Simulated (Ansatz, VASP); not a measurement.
# Two plane-wave programs on Cs

File POSCAR:

```
Cs
1.0
   10.3671850000      0.0000000000      0.0000000000
    0.0000000000      8.2377410000      0.0000000000
    0.0000000000      0.0000000000      5.4439640000
Cs
4
Direct
    0.1318870000      0.7500000000      0.8392310000
    0.6318870000      0.7500000000      0.6607690000
    0.8681130000      0.2500000000      0.1607690000
    0.3681130000      0.2500000000      0.3392310000
```

Contents of INCAR.step1:

```
  ALGO = Normal
  EDIFF = 1E-4
  ENCUT = 520
  GGA = PE
  ISMEAR = 1
  LASPH = T
  LCHARG = F
  LREAL = F
  LWAVE = T
  NBANDS = 26
  NELM = 80
  PREC = Accurate
  SIGMA = 0.05
```

INCAR.step2

```
  ALGO = Normal
  EDIFF = 1E-7
  ENCUT = 520
  ISIF = 2
  ISMEAR = 1
  ISTART = 1
  LASPH = T
  LCHARG = F
  LMIXTAU = T
  LREAL = F
  LWAVE = F
  METAGGA = R2SCAN
  NBANDS = 26
  NELM = 80
  PREC = Accurate
  SIGMA = 0.05
```

File KPOINTS:

```
k-points
0
Gamma
  3 3 4
```

Input for Ansatz:

```yaml
crystal:
  lattice:
    - [10.367185, 0.0, 0.0]
    - [0.0, 8.237741, 0.0]
    - [0.0, 0.0, 5.443964]
  atoms:
    - { symbol: Cs, position: [0.131887, 0.75, 0.839231] }
    - { symbol: Cs, position: [0.631887, 0.75, 0.660769] }
    - { symbol: Cs, position: [0.868113, 0.25, 0.160769] }
    - { symbol: Cs, position: [0.368113, 0.25, 0.339231] }
kpoints:
  mp_grid:
    grid: [3, 3, 4]
    shift: [0.0, 0.0, 0.0]
hamiltonian:
  xc: r2scan
  pseudopotentials:
    kind: paw
scf:
  occupations:
    method: methfessel_paxton
    width: 0.05
output:
  forces: true
  stress: true
```

Alike in both runs: task single point; functional r2SCAN; k mesh 3 × 3 × 4; occupations methfessel-paxton of order 1, width 0.05 eV; no spin polarisation.

```csv
,VASP,Ansatz
version,VASP 6.6.1,Ansatz 0.2.0
potentials or method,"VASP PAW PBE potentials, release 64 (Cs_sv)","plane waves, PAW"
plane-wave cutoff (eV),520,500
valence electrons in the cell,36,36
```

```csv
,VASP,Ansatz,Ansatz less VASP
pressure (GPa),0.2,0.2,0.00
"traceless stress, the component that is largest in VASP (GPa)",0.07,0.07,0.000
rms of the force components (eV/Å),0.005,0.005,-0.0001
```

VASP's potentials were made for PBE, not for r2SCAN. Atom by atom the forces differ by 0.000 eV/Å (rms over components).

Neither program's run includes spin-orbit coupling.
